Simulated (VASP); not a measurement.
# Be16H (a cell with a defect) in VASP: a series of runs

Be16H (a cell with a defect) is run at these levels: PBE; tasks: single point.

Everything below comes from runs of VASP 6.6.1. Logs are shortened: lines on timing, memory, paths and dates and some standing lists are left out, and cuts for length are marked.

## Step 1: The cell of the first run

The cell holds a defect, 17 atoms: a = 4.580 Å, b = 3.966 Å, c = 7.177 Å, α = 90.00°, β = 90.00°, γ = 90.00°.

## Step 2: Single point, PBE

Contents of INCAR:

```
SYSTEM = Be16H
  ALGO = Normal
  EDIFF = 1E-7
  ENCUT = 520
  GGA = PE
  ISIF = 2
  ISMEAR = 0
  LASPH = .True.
  LCHARG = .False.
  LREAL = Auto
  LWAVE = .False.
  NBANDS = 30
  NELM = 60
  PREC = Accurate
  SIGMA = 0.1
```

Contents of KPOINTS:

```
k-points
0
Gamma
  5 5 3
  0 0 0
```

Contents of POSCAR:

```
Be16H
1.0
   -2.2900000000     -3.9663960000      0.0000000000
    3.4350000000     -1.9831980000      0.0000000000
    0.0000000000      0.0000000000      7.1768600000
Be H
16 1
Direct
    0.7499685657      0.4982561908     -0.0010549182
    0.5108218711      0.3304038093      0.2472223229
    0.7501892560      0.4976877427      0.5017072926
    0.5014604059      0.3343506054      0.7502527568
    0.5032672201     -0.0023412128     -0.0022936214
    0.2587655025      0.8193138284      0.2463846306
    0.5079838032     -0.0063356887      0.5056845194
    0.2508061197      0.8381738032      0.7516785892
    0.2517532838      0.5018358137     -0.0044529223
   -0.0113497880      0.3500788895      0.2457229206
    0.2522614461      0.5097454764      0.5048836121
    0.0006524272      0.3347679937      0.7496756242
    0.0005079995     -0.0012555112     -0.0021261387
    0.7475972140      0.8331530189      0.2508974677
   -0.0029987733     -0.0046070425      0.5045001575
    0.7516676131      0.8284506067      0.7533117547
    0.2375748418      0.1687043341      0.3131459998
```

Potentials or basis: VASP PAW PBE potentials, release 64 (Be, H).

On the command line:

```console
$ cat potpaw_PBE.64/Be/POTCAR potpaw_PBE.64/H/POTCAR > POTCAR
$ mpirun -np 1 vasp_std > vasp.out
```

OUTCAR:

```text
SYSTEM = Be16H
   EDIFF = 1E-7
   ENCUT = 520
   GGA = PE
   ISIF = 2
   ISMEAR = 0
   LASPH = .True.
   LREAL = Auto
   NELM = 60
   PREC = Accurate

 ion  position               nearest neighbor table
   1  0.750  0.498  0.999-  10 2.16   2 2.19  16 2.20   4 2.21  12 2.22  14 2.24   5 2.28   9 2.28
                             5 2.28  13 2.29  13 2.29   9 2.30
   2  0.511  0.330  0.247-  17 1.48  10 2.19   1 2.19   5 2.22   3 2.23  14 2.25   6 2.26   9 2.27
                            14 2.27   7 2.29  11 2.31   6 2.33
   3  0.750  0.498  0.502-   4 2.21  12 2.21  10 2.22   2 2.23  16 2.23  14 2.24   7 2.26  15 2.27
                            11 2.28   7 2.29  15 2.29  11 2.30
   4  0.501  0.334  0.750-   9 2.20  11 2.21   3 2.21   1 2.21   7 2.22   5 2.22  16 2.27   8 2.28
                            12 2.29  12 2.29   8 2.30  16 2.31
   5  0.503  0.998  0.998-  16 2.20   8 2.20   4 2.22   6 2.22   2 2.22  14 2.23  13 2.28   9 2.28
                             1 2.28   1 2.28  13 2.30   9 2.31
   6  0.259  0.819  0.246-  17 1.47   9 2.20   5 2.22  11 2.22  10 2.23  14 2.24  13 2.26   2 2.26
                             7 2.29  15 2.31   2 2.33  14 2.34
   7  0.508  0.994  0.506-  16 2.20   8 2.21   4 2.22  14 2.23  15 2.24  11 2.25   3 2.26   2 2.29
                             3 2.29   6 2.29  15 2.34  11 2.36
   8  0.251  0.838  0.752-  11 2.20  13 2.20   9 2.20   5 2.20   7 2.21  15 2.21   4 2.28  12 2.28
                            16 2.29  16 2.29  12 2.30   4 2.30
   9  0.252  0.502  0.996-   6 2.20   8 2.20   4 2.20  12 2.21  10 2.24   2 2.27   5 2.28   1 2.28
                            13 2.28   1 2.30  13 2.30   5 2.31
  10  0.989  0.350  0.246-  17 1.43   1 2.16   2 2.19  14 2.21   3 2.22   6 2.23   9 2.24  13 2.26
                            11 2.31  14 2.33  15 2.33
  11  0.252  0.510  0.505-   8 2.20   4 2.21  12 2.21   6 2.22   7 2.25  15 2.25   3 2.28   3 2.30
                            10 2.31   2 2.31  15 2.35   7 2.36
  12  0.001  0.335  0.750-   9 2.21  11 2.21   3 2.21  15 2.22   1 2.22  13 2.22  16 2.27   8 2.28
                             4 2.29   4 2.29   8 2.30  16 2.31
  13  0.001  0.999  0.998-  16 2.20   8 2.20  12 2.22  14 2.25   6 2.26  10 2.26   5 2.28   9 2.28
                             1 2.29   1 2.29   5 2.30   9 2.30
  14  0.748  0.833  0.251-  10 2.21   7 2.23   5 2.23   3 2.24   6 2.24  15 2.24   1 2.24   2 2.25
                            13 2.25   2 2.27  10 2.33   6 2.34
  15  0.997  0.995  0.505-   8 2.21  16 2.21  12 2.22   7 2.24  14 2.24  11 2.25   3 2.27   3 2.29
                             6 2.31  10 2.33   7 2.34  11 2.35
  16  0.752  0.828  0.753-   5 2.20   1 2.20   7 2.20  13 2.20  15 2.21   3 2.23  12 2.27   4 2.27
                             8 2.29   8 2.29  12 2.31   4 2.31
  17  0.238  0.169  0.313-  10 1.43   6 1.47   2 1.48

  LATTYP: Found a simple orthorhombic cell.
 ALAT       =     3.9663962620
 B/A-ratio  =     1.1547004875
 C/A-ratio  =     1.8094157835

  Lattice vectors:

 A1 = (  -3.4350000000,   1.9831980000,   0.0000000000)
 A2 = (  -2.2900000000,  -3.9663960000,   0.0000000000)
 A3 = (   0.0000000000,   0.0000000000,   7.1768600000)

Analysis of symmetry for initial positions (statically):
=====================================================================
 Subroutine PRICEL returns:
 Original cell was already a primitive cell.

 Routine SETGRP: Setting up the symmetry group for a
 simple orthorhombic supercell.

 Subroutine GETGRP returns: Found  1 space group operations
 (whereof  1 operations were pure point group operations)
 out of a pool of  8 trial point group operations.

The static configuration has the point symmetry C_1 .

Analysis of symmetry for dynamics (positions and initial velocities):
=====================================================================
 Subroutine PRICEL returns:
 Original cell was already a primitive cell.

 Routine SETGRP: Setting up the symmetry group for a
 simple orthorhombic supercell.

 Subroutine GETGRP returns: Found  1 space group operations
 (whereof  1 operations were pure point group operations)
 out of a pool of  8 trial point group operations.

The dynamic configuration has the point symmetry C_1 .

 Subroutine INISYM returns: Found  1 space group operations
 (whereof  1 operations are pure point group operations),
 and found     1 'primitive' translations

----------------------------------------------------------------------------------------

                                     Primitive cell

  volume of cell :     130.3755

  direct lattice vectors                    reciprocal lattice vectors
[... 58 lines left out ...]
     0.043668122 -0.025211804  0.000000000     0.000000000  0.200000000  0.000000000
     0.000000000  0.000000000  0.046445567     0.000000000  0.000000000  0.333333333

  Length of vectors
     0.043668125  0.050423605  0.046445567

  Shift w.r.t. Gamma in fractional coordinates (k-lattice)
     0.000000000  0.000000000  0.000000000

 Subroutine IBZKPT returns following result:
 ===========================================

 Found     38 irreducible k-points:

 Following reciprocal coordinates:
            Coordinates               Weight
  0.000000  0.000000  0.000000      1.000000
  0.200000  0.000000  0.000000      2.000000
  0.400000  0.000000  0.000000      2.000000
  0.000000  0.200000  0.000000      2.000000
  0.200000  0.200000  0.000000      2.000000
 -0.200000  0.200000  0.000000      2.000000
[... 16 lines left out ...]
  0.200000 -0.200000 -0.333333      2.000000
 -0.200000 -0.200000  0.333333      2.000000
 [... further k-points ...]
   k-points           NKPTS =     38   k-points in BZ     NKDIM =     38   number of bands    NBANDS=     30
   number of dos      NEDOS =    301   number of ions     NIONS =     17
   total plane-waves  NPLWV =  58320
   dimension x,y,z NGX =    36 NGY =   30 NGZ =   54
   dimension x,y,z NGXF=    72 NGYF=   60 NGZF=  108
   ions per type =              16   1
   NGX,Y,Z   is equivalent  to a cutoff of  13.07, 12.57, 12.51 a.u.
   NGXF,Y,Z  is equivalent  to a cutoff of  26.13, 25.15, 25.02 a.u.
 SYSTEM =  Be16H
   PREC   = accura    normal or accurate (medium, high low for compatibility)
   ISTART =      0    job   : 0-new  1-cont  2-samecut
   ICHARG =      2    charge: 1-file 2-atom 10-const
   ISPIN  =      1    spin polarized calculation?
   LNONCOLLINEAR =      F non collinear calculations
   LSORBIT =      F    spin-orbit coupling
   LASPH  =      T    aspherical Exc in radial PAW
   ENCUT  =  520.0 eV  38.22 Ry    6.18 a.u.   8.52  7.37 13.34*2*pi/ulx,y,z
   NELM   =     60;   NELMIN=  2; NELMDL= -5     # of ELM steps
   EDIFF  = 0.1E-06   stopping-criterion for ELM
   LREAL  =      T    real-space projection
   EDIFFG = 0.1E-05   stopping-criterion for IOM
   NSW    =      0    number of steps for IOM
   IBRION =     -1    ionic relax: 0-MD 1-quasi-New 2-CG
   NFREE  =      0    steps in history (QN), initial steepest desc. (CG)
   ISIF   =      2    stress and relaxation
   ISYM   =      2    0-nonsym 1-usesym 2-fastsym
   POTIM  = 0.5000    time-step for ionic-motion
   TEBEG  =    0.0;   TEEND  =   0.0 temperature during run
   PSTRESS=    0.0 pullay stress
   NELECT =      33.0000    total number of electrons
   NUPDOWN=      -1.0000    fix difference up-down
   EMIN   =  10.00;   EMAX   =-10.00  energy-range for DOS
   EFERMI =   0.00;   METHOD = LEGACY
   ISMEAR =     0;   SIGMA  =   0.10  broadening in eV -4-tet -1-fermi 0-gaus
   EFERMI_NEDOS =   21; number of points for ismear=-14 and -15
   IALGO  =     38    algorithm
   IMIX   =      4    mixing-type and parameters
     AMIX     =   0.40;   BMIX     =  1.00
     AMIX_MAG =   1.60;   BMIX_MAG =  1.00
  volume/ion in A,a.u.               =       7.67        51.75
  Fermi-wavevector in a.u.,A,eV,Ry     =   1.035573  1.956950 14.591049  1.072412
  Thomas-Fermi vector in A             =   2.169923
   LORBIT       =      0    0 simple, 1 ext, 2 COOP (PROOUT), +10 PAW based schemes
   GGA     = PE    functional components
   LHFCALC =     F    Hartree Fock is set to
   AEXX    =    0.0000 exact exchange contribution
   IVDW    =     0    specifies the selected vdW correction
   LEPSILON=     F    determine dielectric tensor
   LRPA    =     F    only Hartree local field effects (RPA)
 non-spin polarized calculation
 Gauss-broadening in eV      SIGMA  =   0.10
  energy-cutoff  :      520.00
  volume of cell :      130.38
 maximum number of plane-waves:      3529
 NGX is ok and might be reduce to    36
   NGX = 17   NGY = 15   NGZ = 27

 number of electron      33.0000000 magnetization

 Free energy of the ion-electron system (eV)
  ---------------------------------------------------
  ext. energy  EPLUGINS =         0.00000000
  ---------------------------------------------------
  free energy    TOTEN  =       -61.51015791 eV

  energy without entropy =      -61.49867464  energy(sigma->0) =      -61.50441627

 E-fermi :   7.2966     XC(G=0): -10.5825

 val. band max:        7.2931255024   @ k =   0.4000   0.4000   0.0000
 cond. band min:       7.3343154283   @ k =  -0.4000   0.4000   0.0000
 fundamental gap:      0.0411899259
 Fermi energy:         7.2965867539

 k-point     1 :       0.0000    0.0000    0.0000
  band No.  band energies     occupation
      1      -5.0850      2.00000
      2      -2.9664      2.00000
      3      -2.1869      2.00000
      4      -0.2444      2.00000
      5       0.9680      2.00000
      6       1.5225      2.00000
[... 733 lines left out ...]
     27      12.0308      0.00000
     28      12.5231      0.00000

 [... further k-points ...]

 [bands above 28 left out]

------------------------ aborting loop because EDIFF is reached ----------------------------------------

  FORCE on cell =-STRESS in cart. coord.  units (eV):
  Direction    XX          YY          ZZ          XY          YZ          ZX
  --------------------------------------------------------------------------------------
  -------------------------------------------------------------------------------------
  Total        0.5520352      1.0131681      0.3299760      0.9539829      0.0244353     -0.0407176
  in kB        6.7839302     12.4507658      4.0550563     11.7234424      0.3002846     -0.5003767
  external PRESSURE =       7.7632507 kB  Pullay stress =       0.0000000 kB

 VOLUME and BASIS-vectors are now :
 -----------------------------------------------------------------------------
  energy-cutoff  :      520.00
  volume of cell :      130.38
      direct lattice vectors                 reciprocal lattice vectors
    -2.290000000 -3.966396000  0.000000000    -0.109170306 -0.189088533  0.000000000
     3.435000000 -1.983198000  0.000000000     0.218340611 -0.126059022  0.000000000
     0.000000000  0.000000000  7.176860000     0.000000000  0.000000000  0.139336702

 POSITION                                       TOTAL-FORCE (eV/Angst)
 -----------------------------------------------------------------------------------
     -0.00592     -3.96281      7.16929         0.005958     -0.006172     -0.049682
     -0.03484     -2.68138      1.77428         0.028622     -0.022565     -0.097011
     -0.00838     -3.96256      3.60068        -0.000175     -0.006847     -0.045185
      0.00015     -2.65207      5.38446         0.000774      0.001265     -0.050518
      2.27448     -3.97471      7.16040         0.017788      0.011635     -0.010766
      2.22177     -2.65123      1.76827         0.058946      0.030362     -0.106382
[... 9 lines left out ...]
      1.12441     -4.62439      5.40641         0.001011      0.003143     -0.007502
      0.03545     -1.27689      2.24741         0.021916     -0.042506      0.818437
 -----------------------------------------------------------------------------------
    total drift:                               -0.000308      0.001495     -0.000308

  FREE ENERGIE OF THE ION-ELECTRON SYSTEM (eV)
  ---------------------------------------------------
  free  energy   TOTEN  =       -61.5101579085 eV

  energy  without entropy=      -61.4986746364  energy(sigma->0) =      -61.50441627
```

Run time: 2.4 min. Hardware: 1 thread of Intel Xeon 6975P-C (Granite Rapids), shared host; peak memory 0.27 GiB.

Results:

| Item | Value |
| --- | --- |
| Free energy | -61.5102 eV |
| Pressure | 0.8 GPa |
| Largest force | 0.820 eV/Å |

Forces in eV/Å, atoms in the order of the input:
```
Be   0.006 -0.006 -0.050
Be   0.029 -0.023 -0.097
Be   0.000 -0.007 -0.045
Be   0.001  0.001 -0.051
Be   0.018  0.012 -0.011
Be   0.059  0.030 -0.106
Be  -0.025 -0.007 -0.048
Be   0.003 -0.005 -0.029
Be  -0.033  0.023 -0.030
Be  -0.068  0.015 -0.109
Be   0.017 -0.008 -0.068
Be  -0.001  0.000 -0.055
Be   0.001 -0.010 -0.013
Be  -0.024 -0.006 -0.042
Be  -0.005  0.031 -0.057
Be   0.001  0.003 -0.008
H    0.022 -0.043  0.818
```

[end of part 1 of 2]
